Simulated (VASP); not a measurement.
Here is a VASP 6.6.1 calculation.

File INCAR:

```
PREC = Accurate
ENCUT = 600
EDIFF = 1E-7
ISMEAR = 0
SIGMA = 0.05
LREAL = False
LASPH = True
NELM = 120
ALGO = Normal
ISIF = 3
LWAVE = False
LCHARG = False
GGA = CA
IBRION = 2
NSW = 60
EDIFFG = -0.01
PSTRESS = 100.0
GGA_COMPAT = False
NELMIN = 4
```

KPOINTS

```
Automatic mesh
0
Gamma
  21 21 21
```

The input POSCAR:

```
Os
1.0
    0.0000000000      1.9100000000      1.9100000000
    1.9100000000      0.0000000000      1.9100000000
    1.9100000000      1.9100000000      0.0000000000
Os
1
Direct
    0.0000000000      0.0000000000      0.0000000000
```

Potentials or basis: VASP PAW LDA potentials, release 64 (Os).

Command:

```bash
$ cat potpaw_LDA.64/Os/POTCAR > POTCAR
$ mpirun -np 1 vasp_std > vasp.out
```

**Question.** Estimate the space group after relaxing (to 0.1 Å).

**Answer.** Fm-3m (No. 225).

**Question.** Predict the relaxed cell.

**Answer.** a = 2.672 Å, b = 2.672 Å, c = 2.672 Å, α = 60.00°, β = 60.00°, γ = 60.00°.

**Question.** Predict the relaxed volume.

**Answer.** 13.49 Å³/atom.

Final structure:
```
CELL_PARAMETERS angstrom
0.00000 1.88948 1.88948
1.88948 0.00000 1.88948
1.88948 1.88948 0.00000
ATOMIC_POSITIONS crystal
Os 0.00000 0.00000 0.00000
```

Caveat: the cell is relaxed towards a set pressure, so the run minimises the enthalpy, not the energy.
